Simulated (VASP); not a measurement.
A run of VASP 6.6.1 is set up as follows.

File INCAR:

```
PREC = Accurate
ENCUT = 520
EDIFF = 1E-6
ISMEAR = -1
SIGMA = 0.05
LREAL = False
LASPH = True
NELM = 150
ALGO = Normal
ISIF = 2
LWAVE = False
LCHARG = False
ISPIN = 2
MAGMOM = 0 2 0 0 0
LORBIT = 11
LMAXMIX = 4
GGA = PS
IVDW = 13
NBANDS = 32
```

The input KPOINTS:

```
Automatic mesh
0
Gamma
  7 7 7
```

Contents of POSCAR:

```
SrVO3
1.0
    3.7966528903      0.0000000000      0.0000000000
    0.0000000000      3.7966528903      0.0000000000
    0.0000000000      0.0000000000      3.7966528903
Sr V O
1 1 3
Direct
    0.5000000000      0.5000000000      0.5000000000
    0.0000000000      0.0000000000      0.0000000000
    0.0000000000      0.0000000000      0.5000000000
    0.0000000000      0.5000000000      0.0000000000
    0.5000000000      0.0000000000      0.0000000000
```

Potentials or basis: VASP PAW PBE potentials, release 64 (Sr_sv, V_sv, O).

Launch:

```sh
$ cat potpaw_PBE.64/Sr_sv/POTCAR potpaw_PBE.64/V_sv/POTCAR potpaw_PBE.64/O/POTCAR > POTCAR
$ mpirun -np 1 vasp_std > vasp.out
```

Problem. Estimate the net moment.

Solution. 0.00 μB per cell.

Problem. Estimate the pressure.

Solution. 0.9 GPa.

Problem. What does it give for the dispersion energy per atom?

Solution. -0.126 eV.

Caveat: the PAW data sets were made with another functional, which shifts forces and pressure a little; pairwise dispersion overbinds metals, which lowers pressure and volume.
